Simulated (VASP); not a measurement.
# AgIr (Fmmm) in VASP: single point with PBEsol

Aim: the single point of AgIr with PBEsol.

Everything below comes from runs of VASP 6.6.1. Logs are shortened: lines on timing, memory, paths and dates and some standing lists are left out, and cuts for length are marked.

## Step 1: The cell of the first run

The structure is orthorhombic, space group Fmmm (No. 69). The conventional cell has a = 7.866 Å, b = 10.973 Å, c = 11.343 Å, α = 90.00°, β = 90.00°, γ = 90.00°. Within 3.6 Å of Ag (site symmetry m) lie 6 Ag at 2.72 to 2.83 Å and 6 Ir at 2.77 to 2.98 Å. Within 3.6 Å of Ag (site symmetry 222) lie 6 Ag at 2.74 to 2.79 Å and 6 Ir at 2.84 to 2.86 Å. Within 3.6 Å of Ag (site symmetry 2/m) lie 6 Ag at 2.74 to 2.78 Å and 6 Ir at 2.84 to 2.85 Å. Within 3.6 Å of Ir (site symmetry 2/m) lie 6 Ir at 2.72 to 2.75 Å and 6 Ag at 2.79 to 2.84 Å. Ir (site symmetry m) has 6 Ir at 2.55 to 2.72 Å and 6 Ag at 2.77 to 2.98 Å within 3.4 Å. Within 3.4 Å of Ir (site symmetry 2mm) lie 6 Ir at 2.61 to 2.75 Å and 6 Ag at 2.84 to 2.88 Å.

## Step 2: Single point, PBEsol

The input, INCAR:

```
PREC = Accurate ; ENCUT = 520
EDIFF = 1E-6 ; ISMEAR = 0
SIGMA = 0.1 ; LREAL = Auto
LASPH = True ; NELM = 80
ALGO = Fast ; ISIF = 2
LWAVE = False ; LCHARG = True
GGA = PS ; LELF = True
LVHAR = True ; NBANDS = 94
ISYM = 0
```

The input, KPOINTS:

```
regular mesh
0
Gamma
  4 4 4
```

The input, POSCAR:

```
AgIr
1.0
   -3.9328364465      4.0104267163     -4.0104313767
    3.9328357362      3.8794199354      3.8794262889
    3.9328349588     -3.8794204499     -3.8794249924
Ag Ir
8 8
Direct
    0.2504169722      0.9995195666      0.7517553773
    0.9998306597      0.2501888358      0.7505024144
    0.9998295569      0.5001878544      0.5005014895
    0.7492439815      0.0008556371      0.2492459077
    0.9998294987      0.0001838260      0.0004985450
    0.9998303495      0.7501845343      0.2504979385
    0.7492400919      0.2489271866      0.0011677736
    0.2504242470      0.7514456960     -0.0001662296
    0.4998294607      0.0001860721      0.5005016511
    0.7250710186      0.4888101197      0.7371174461
    0.2745864332      0.2635688568      0.5118738005
    0.4998297383      0.7324901476      0.7328029389
    0.4998298759      0.2678833289      0.2681959553
    0.7250723173      0.7368047846      0.4891237550
    0.2745862551      0.5115605724      0.2638822088
    0.4998320944      0.5001854569      0.0005010426
```

Potentials or basis: VASP PAW PBE potentials, release 64 (Ag, Ir).

Launch:

```bash
cat potpaw_PBE.64/Ag/POTCAR potpaw_PBE.64/Ir/POTCAR > POTCAR
mpirun -np 1 vasp_std > vasp.out
```

OUTCAR:

```text
PREC = Accurate
   ENCUT = 520
   EDIFF = 1E-6
   ISMEAR = 0
   LREAL = Auto
   LASPH = True
   NELM = 80
   ISIF = 2
   GGA = PS
   ISYM = 0

 ion  position               nearest neighbor table
   1  0.250  1.000  0.752-   8 2.72  11 2.77   5 2.78   3 2.78  16 2.79   9 2.79   2 2.79   6 2.79
                             7 2.83  13 2.88  12 2.88  14 2.98
   2  1.000  0.250  0.751-   3 2.74   5 2.74   1 2.79   7 2.79   4 2.79   8 2.79   9 2.84  16 2.84
                            15 2.86  10 2.86  14 2.86  11 2.86
   3  1.000  0.500  0.501-   2 2.74   6 2.74   1 2.78   4 2.78   8 2.78   7 2.78  13 2.84  12 2.84
                            14 2.85  10 2.85  15 2.85  11 2.85
   4  0.749  0.001  0.249-   7 2.72  14 2.77   3 2.78   5 2.78  16 2.79   9 2.79   2 2.79   6 2.79
                             8 2.83  13 2.88  12 2.88  11 2.98
   5  1.000  0.000  0.000-   6 2.74   2 2.74   1 2.78   4 2.78   7 2.78   8 2.78  12 2.84  13 2.84
                            10 2.85  14 2.85  11 2.85  15 2.85
   6  1.000  0.750  0.250-   5 2.74   3 2.74   7 2.79   1 2.79   4 2.79   8 2.79  16 2.84   9 2.84
                            15 2.86  10 2.86  14 2.86  11 2.86
   7  0.749  0.249  0.001-   4 2.72  10 2.77   5 2.78   3 2.78   9 2.79  16 2.79   2 2.79   6 2.79
                             1 2.83  12 2.88  13 2.88  15 2.98
   8  0.250  0.751  1.000-   1 2.72  15 2.77   3 2.78   5 2.78   9 2.79  16 2.79   2 2.79   6 2.79
                             4 2.83  12 2.88  13 2.88  10 2.98
   9  0.500  0.000  0.501-  10 2.72  14 2.72  15 2.72  11 2.72  12 2.75  13 2.75   1 2.79   7 2.79
                             8 2.79   4 2.79   6 2.84   2 2.84
  10  0.725  0.489  0.737-  11 2.55  12 2.61  13 2.61  14 2.72  16 2.72   9 2.72   7 2.77   5 2.85
                             3 2.85   6 2.86   2 2.86   8 2.98
  11  0.275  0.264  0.512-  10 2.55  12 2.61  13 2.61  15 2.72   9 2.72  16 2.72   1 2.77   5 2.85
                             3 2.85   6 2.86   2 2.86   4 2.98
  12  0.500  0.732  0.733-  15 2.61  11 2.61  10 2.61  14 2.61   9 2.75  16 2.75   5 2.84   3 2.84
                             8 2.88   7 2.88   1 2.88   4 2.88
  13  0.500  0.268  0.268-  15 2.61  11 2.61  14 2.61  10 2.61  16 2.75   9 2.75   3 2.84   5 2.84
                             8 2.88   7 2.88   1 2.88   4 2.88
  14  0.725  0.737  0.489-  15 2.55  13 2.61  12 2.61  10 2.72  16 2.72   9 2.72   4 2.77   3 2.85
                             5 2.85   6 2.86   2 2.86   1 2.98
  15  0.275  0.512  0.264-  14 2.55  12 2.61  13 2.61  11 2.72   9 2.72  16 2.72   8 2.77   3 2.85
                             5 2.85   2 2.86   6 2.86   7 2.98
  16  0.500  0.500  0.001-  10 2.72  14 2.72  15 2.72  11 2.72  13 2.75  12 2.75   1 2.79   7 2.79
                             8 2.79   4 2.79   6 2.84   2 2.84

IMPORTANT INFORMATION: All symmetrisations will be switched off!
NOSYMM: (Re-)initialisation of all symmetry stuff for point group C_1.

----------------------------------------------------------------------------------------

                                     Primitive cell

  volume of cell :     244.7505

  direct lattice vectors                    reciprocal lattice vectors
    -3.932836447  4.010426716 -4.010431377     0.000000029  0.124675041 -0.124674866
     3.932835736  3.879419935  3.879426289     0.127134748  0.126780140  0.002105083
     3.932834959 -3.879420450 -3.879424992     0.127134761 -0.002105077 -0.126779997

  length of vectors
     6.901759543  6.750336606  6.750335704     0.176317011  0.179557455  0.179557363

  position of ions in fractional coordinates (direct lattice)
     0.250416972  0.999519567  0.751755377
     0.999830660  0.250188836  0.750502414
     0.999829557  0.500187854  0.500501490
     0.749243982  0.000855637  0.249245908
     0.999829499  0.000183826  0.000498545
     0.999830350  0.750184534  0.250497938
[... 8 lines left out ...]
     0.274586255  0.511560572  0.263882209
     0.499832094  0.500185457  0.000501043

  ion indices of the primitive-cell ions
   primitive index   ion index
                 1           1
                 2           2
                 3           3
                 4           4
                 5           5
                 6           6
[... 8 lines left out ...]
                15          15
                16          16

----------------------------------------------------------------------------------------

 KPOINTS: regular mesh

Automatic generation of k-mesh.
 Grid dimensions read from file:
 generate k-points for:    4    4    4

 Generating k-lattice:

  Cartesian coordinates                     Fractional coordinates (reciprocal lattice)
     0.000000007  0.031168760 -0.031168717     0.250000000  0.000000000  0.000000000
     0.031783687  0.031695035  0.000526271    -0.000000000  0.250000000 -0.000000000
     0.031783690 -0.000526269 -0.031694999     0.000000000  0.000000000  0.250000000

  Length of vectors
     0.044079253  0.044889364  0.044889341

  Shift w.r.t. Gamma in fractional coordinates (k-lattice)
     0.000000000  0.000000000  0.000000000

 Subroutine IBZKPT returns following result:
 ===========================================

 Found     36 irreducible k-points:

 Following reciprocal coordinates:
            Coordinates               Weight
  0.000000  0.000000  0.000000      1.000000
  0.250000 -0.000000 -0.000000      2.000000
  0.500000 -0.000000 -0.000000      1.000000
 -0.000000  0.250000 -0.000000      2.000000
 -0.250000  0.000000  0.250000      2.000000
  0.000000  0.000000 -0.250000      2.000000
[... 16 lines left out ...]
  0.250000  0.250000  0.500000      2.000000
  0.000000 -0.250000  0.500000      2.000000
 [... further k-points ...]
   k-points           NKPTS =     36   k-points in BZ     NKDIM =     36   number of bands    NBANDS=     94
   number of dos      NEDOS =    301   number of ions     NIONS =     16
   total plane-waves  NPLWV = 135000
   dimension x,y,z NGX =    54 NGY =   50 NGZ =   50
   dimension x,y,z NGXF=   108 NGYF=  100 NGZF=  100
   ions per type =               8   8
   NGX,Y,Z   is equivalent  to a cutoff of  13.01, 12.31, 12.31 a.u.
   NGXF,Y,Z  is equivalent  to a cutoff of  26.01, 24.63, 24.63 a.u.
 SYSTEM =  unknown system
   PREC   = accura    normal or accurate (medium, high low for compatibility)
   ISTART =      0    job   : 0-new  1-cont  2-samecut
   ICHARG =      2    charge: 1-file 2-atom 10-const
   ISPIN  =      1    spin polarized calculation?
   LNONCOLLINEAR =      F non collinear calculations
   LSORBIT =      F    spin-orbit coupling
   LASPH  =      T    aspherical Exc in radial PAW
   ENCUT  =  520.0 eV  38.22 Ry    6.18 a.u.  12.83 12.55 12.55*2*pi/ulx,y,z
   NELM   =     80;   NELMIN=  2; NELMDL= -5     # of ELM steps
   EDIFF  = 0.1E-05   stopping-criterion for ELM
   LREAL  =      T    real-space projection
   EDIFFG = 0.1E-04   stopping-criterion for IOM
   NSW    =      0    number of steps for IOM
   IBRION =     -1    ionic relax: 0-MD 1-quasi-New 2-CG
   NFREE  =      0    steps in history (QN), initial steepest desc. (CG)
   ISIF   =      2    stress and relaxation
   ISYM   =      0    0-nonsym 1-usesym 2-fastsym
   POTIM  = 0.5000    time-step for ionic-motion
   TEBEG  =    0.0;   TEEND  =   0.0 temperature during run
   PSTRESS=    0.0 pullay stress
   NELECT =     160.0000    total number of electrons
   NUPDOWN=      -1.0000    fix difference up-down
   EMIN   =  10.00;   EMAX   =-10.00  energy-range for DOS
   EFERMI =   0.00;   METHOD = LEGACY
   ISMEAR =     0;   SIGMA  =   0.10  broadening in eV -4-tet -1-fermi 0-gaus
   EFERMI_NEDOS =   21; number of points for ismear=-14 and -15
   IALGO  =     68    algorithm
   IMIX   =      4    mixing-type and parameters
     AMIX     =   0.40;   BMIX     =  1.00
     AMIX_MAG =   1.60;   BMIX_MAG =  1.00
  volume/ion in A,a.u.               =      15.30       103.23
  Fermi-wavevector in a.u.,A,eV,Ry     =   1.420824  2.684968 27.466635  2.018741
  Thomas-Fermi vector in A             =   2.541698
   LORBIT       =      0    0 simple, 1 ext, 2 COOP (PROOUT), +10 PAW based schemes
   GGA     = PS    functional components
   LHFCALC =     F    Hartree Fock is set to
   AEXX    =    0.0000 exact exchange contribution
   IVDW    =     0    specifies the selected vdW correction
   LEPSILON=     F    determine dielectric tensor
   LRPA    =     F    only Hartree local field effects (RPA)
 non-spin polarized calculation
 RMM-DIIS sequential band-by-band and
 Gauss-broadening in eV      SIGMA  =   0.10
  energy-cutoff  :      520.00
  volume of cell :      244.75
 maximum number of plane-waves:      6623
 NGX is ok and might be reduce to    54
   NGX = 25   NGY = 25   NGZ = 25

 number of electron     160.0000024 magnetization

 Free energy of the ion-electron system (eV)
  ---------------------------------------------------
  ext. energy  EPLUGINS =         0.00000000
  ---------------------------------------------------
  free energy    TOTEN  =       -99.43404302 eV

  energy without entropy =      -99.34644500  energy(sigma->0) =      -99.39024401

 E-fermi :   9.0908     XC(G=0): -13.3432

 val. band max:        9.0789468914   @ k =   0.5000  -0.2500   0.5000
 cond. band min:       9.0960227836   @ k =  -0.0000   0.5000   0.5000
 fundamental gap:      0.0170758922
 Fermi energy:         9.0908461939

 k-point     1 :       0.0000    0.0000    0.0000
  band No.  band energies     occupation
      1      -0.3406      2.00000
      2       2.0627      2.00000
      3       2.1816      2.00000
      4       2.1911      2.00000
      5       2.4837      2.00000
      6       2.4997      2.00000
[... 84 lines left out ...]
     91      11.1678      0.00000
     92      11.3907      0.00000

 k-point     2 :       0.2500   -0.0000   -0.0000
  band No.  band energies     occupation
      1      -0.0246      2.00000
      2       2.2376      2.00000
      3       2.3536      2.00000
      4       2.3601      2.00000
      5       2.4636      2.00000
      6       2.6503      2.00000
[... 2079 lines left out ...]
     91      12.3072      0.00000
     92      12.4355      0.00000

 k-point    24 :       0.0000   -0.2500    0.5000
  band No.  band energies     occupation
      1       0.6867      2.00000
      2       1.5798      2.00000
      3       2.0480      2.00000
      4       2.3264      2.00000
      5       2.5969      2.00000
      6       2.7261      2.00000
[... 84 lines left out ...]
     91      12.3072      0.00000
     92      12.4355      0.00000

 [... further k-points ...]

 [bands above 92 left out]

------------------------ aborting loop because EDIFF is reached ----------------------------------------

  FORCE on cell =-STRESS in cart. coord.  units (eV):
  Direction    XX          YY          ZZ          XY          YZ          ZX
  --------------------------------------------------------------------------------------
  -------------------------------------------------------------------------------------
  Total        0.2967794      0.3203610      0.3201823     -0.0024946      0.0823001      0.0017260
  in kB        1.9427666      2.0971355      2.0959662     -0.0163299      0.5387498      0.0112984
  external PRESSURE =       2.0452894 kB  Pullay stress =       0.0000000 kB

 VOLUME and BASIS-vectors are now :
 -----------------------------------------------------------------------------
  energy-cutoff  :      520.00
  volume of cell :      244.75
      direct lattice vectors                 reciprocal lattice vectors
    -3.932836447  4.010426716 -4.010431377     0.000000029  0.124675041 -0.124674866
     3.932835736  3.879419935  3.879426289     0.127134748  0.126780140  0.002105083
     3.932834959 -3.879420450 -3.879424992     0.127134761 -0.002105077 -0.126779997

 POSITION                                       TOTAL-FORCE (eV/Angst)
 -----------------------------------------------------------------------------------
      5.90263      1.96546     -0.04310        -0.001095     -0.002700     -0.007266
      0.00338      2.06882     -5.95068        -0.002477      0.001995      0.000166
      0.00338      4.00853     -4.01096         0.000258     -0.000277      0.000909
     -1.96305      2.04118     -3.96840         0.002066      0.002899      0.006730
     -3.92948      4.00852     -4.01097         0.000253     -0.000200      0.000857
      0.00335      5.94824     -2.07125        -0.002456      0.001912      0.000072
[... 8 lines left out ...]
      1.96979      2.06206     -0.14036         0.000193     -0.049067      0.073460
      0.00336      3.94303     -0.06605         0.000074     -0.000149      0.000134
 -----------------------------------------------------------------------------------
    total drift:                                0.001158     -0.000134     -0.000797

  FREE ENERGIE OF THE ION-ELECTRON SYSTEM (eV)
  ---------------------------------------------------
  free  energy   TOTEN  =       -99.4340430203 eV

  energy  without entropy=      -99.3464450046  energy(sigma->0) =      -99.39024401
```

It took 28 min on 1 thread of Intel Xeon Platinum 8488C (Sapphire Rapids), shared host; peak memory 0.68 GiB.

What came out:

```
Free energy            : -99.4340 eV
Pressure               : 0.2 GPa
Largest force          : 0.088 eV/Å
Band gap on the k mesh : zero (bands 80 and 81 overlap by 0.68 eV)
```

Forces in eV/Å, atoms in the order of the input:
```
Ag  -0.001 -0.003 -0.007
Ag  -0.002  0.002  0.000
Ag   0.000  0.000  0.001
Ag   0.002  0.003  0.007
Ag   0.000  0.000  0.001
Ag  -0.002  0.002  0.000
Ag   0.002 -0.007 -0.003
Ag  -0.001  0.006  0.002
Ir   0.000  0.000  0.000
Ir   0.001  0.049 -0.073
Ir   0.000 -0.074  0.049
Ir   0.075 -0.001  0.001
Ir  -0.075  0.000 -0.001
Ir   0.001  0.073 -0.049
Ir   0.000 -0.049  0.073
Ir   0.000  0.000  0.000
```

Stress tensor (GPa, compression positive):
```
0.19 0.00 0.00
0.00 0.21 0.05
0.00 0.05 0.21
```

Levels at points of the mesh, in eV from the Fermi level:
```tsv
k point	band 76	band 77	band 78	band 79	band 80	band 81	band 82	band 83	band 84	band 85
(0.00, 0.00, 0.00)	-0.40	-0.31	0.25	0.38	0.58	0.71	0.76	0.81	0.91	1.18
(0.50, 0.00, 0.00)	-0.69	-0.54	-0.47	-0.34	-0.20	-0.10	0.04	0.06	0.26	0.37
(0.00, 0.50, 0.00)	-0.49	-0.43	-0.37	-0.36	-0.26	0.07	0.07	0.13	0.54	0.57
(0.50, 0.00, 0.50)	-0.49	-0.43	-0.37	-0.36	-0.26	0.07	0.07	0.13	0.54	0.57
(0.00, 0.00, 0.50)	-0.49	-0.43	-0.37	-0.36	-0.26	0.07	0.07	0.13	0.54	0.57
(0.50, 0.50, 0.00)	-0.49	-0.43	-0.37	-0.36	-0.26	0.07	0.07	0.13	0.54	0.57
(0.00, 0.50, 0.50)	-0.49	-0.42	-0.26	0.01	0.02	0.11	0.19	0.26	0.56	0.73
(0.50, 0.50, 0.50)	-0.38	-0.36	-0.29	-0.25	-0.21	-0.06	0.03	0.14	0.15	0.15
```

Caveat: the PAW data sets were made with another functional, which shifts forces and pressure a little; spin-orbit coupling is left out, which moves the levels of the heavy elements.
